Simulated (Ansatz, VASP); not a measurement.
Al2Cu: VASP beside Ansatz

The input INCAR:

```
  PREC = Accurate
  ENCUT = 520
  EDIFF = 1E-6
  ISMEAR = 0
  SIGMA = 0.15
  LREAL = F
  LASPH = T
  NELM = 100
  ALGO = Fast
  ISIF = 2
  LWAVE = F
  LCHARG = F
  GGA = PE
  NBANDS = 16
```

Contents of KPOINTS:

```
regular mesh
0
Gamma
  10 10 14
```

POSCAR

```
Al2Cu
1.0
    4.0250000000      0.0000000000      0.0000000000
    0.0000000000      4.0250000000      0.0000000000
    0.0000000000      0.0000000000      2.7309000000
Al Cu
2 1
Direct
    0.5000000000      0.0000000000      0.5000000000
    0.0000000000      0.5000000000      0.5000000000
    0.0000000000      0.0000000000      0.0000000000
```

Input for Ansatz:

```yaml
crystal:
  lattice:
    - [4.025, 0.0, 0.0]
    - [0.0, 4.025, 0.0]
    - [0.0, 0.0, 2.7309]
  atoms:
    - { symbol: Al, position: [0.5, 0.0, 0.5] }
    - { symbol: Al, position: [0.0, 0.5, 0.5] }
    - { symbol: Cu, position: [0.0, 0.0, 0.0] }
basis:
  ecutwfc: 520.0
kpoints:
  mp_grid: { grid: [10, 10, 14] }
hamiltonian:
  xc: pbe
  pseudopotentials: { kind: paw, azcp: { folder: soft_1 } }
scf:
  occupations: { method: gaussian, width: 0.15 }
output:
  forces: true
  stress: true
  eigenvalues: true
```

Alike in both runs: task single point; functional PBE; k mesh 10 × 10 × 14; occupations gaussian, width 0.15 eV; no spin polarisation.

```csv
,VASP,Ansatz
version,VASP 6.6.1,Ansatz 0.2.0
potentials or method,"VASP PAW PBE potentials, release 64 (Al, Cu), cutoff 520 eV","scalar-relativistic, plane waves, PAW"
valence electrons in the cell,17,25
```

```csv
,VASP,Ansatz,Ansatz less VASP
gap on the k mesh at the Fermi level (eV),none,none,-
pressure (GPa),11.9,11.8,-0.03
"traceless stress, the component that is largest in VASP (GPa)",2.55,2.58,+0.036
```

A gap of «none» marks a metal or a gap that the smearing closes. VASP's potentials hold 17 valence electrons a cell and Ansatz's 25, so a difference there can come from the potentials and not from the codes.
